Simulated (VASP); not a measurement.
Runs of VASP 6.6.1 on Zr4H. The structure is that of space group Im-3m (No. 229), or close to it. The cells are those of the table. The cell was generated, and may not be a known phase.

| task | cell | k mesh | cutoff (eV) | gap on the mesh (eV) | pressure (GPa) | relaxed volume (Å³/atom) |
| --- | --- | --- | --- | --- | --- | --- |
| single point | a = 5.046 Å, angles 109.5°, 5 atoms | 6 × 6 × 6 | 520 | none | 0.2 | - |
| single point | a = 4.576 Å, angles 109.5°, 5 atoms | 6 × 6 × 6 | 520 | none | (a) | - |
| relaxation of cell and atoms | relaxed from a = 4.576 Å, angles 109.5°, 5 atoms | 6 × 6 × 6 | 600 | none | 0.1 | 19.82 |
| single point | a = 5.050 Å, angles 109.5°, 5 atoms | 10 × 10 × 10 | 520 | none | 0.0 | - |
| relaxation of cell and atoms | relaxed from a = 5.046 Å, angles 109.5°, 5 atoms | 10 × 10 × 10 | 600 | none | 0.0 | 19.84 |

Alike in all rows: level PBE; potentials or basis VASP PAW PBE potentials, release 64 (Zr_sv, H); no spin polarisation; smearing gaussian 0.1 eV.

Q: Fill in the values left out.

A: (a) 38.7.

Caveats: the cell stands under pressure (at least some runs); the volume moved by over 15 % at a fixed basis, so the end points are rough (at least some runs).

A k mesh can miss the band edges, and the runs leave out spin-orbit coupling on Zr.

A gap of «none» marks levels without a gap at the run's occupations.
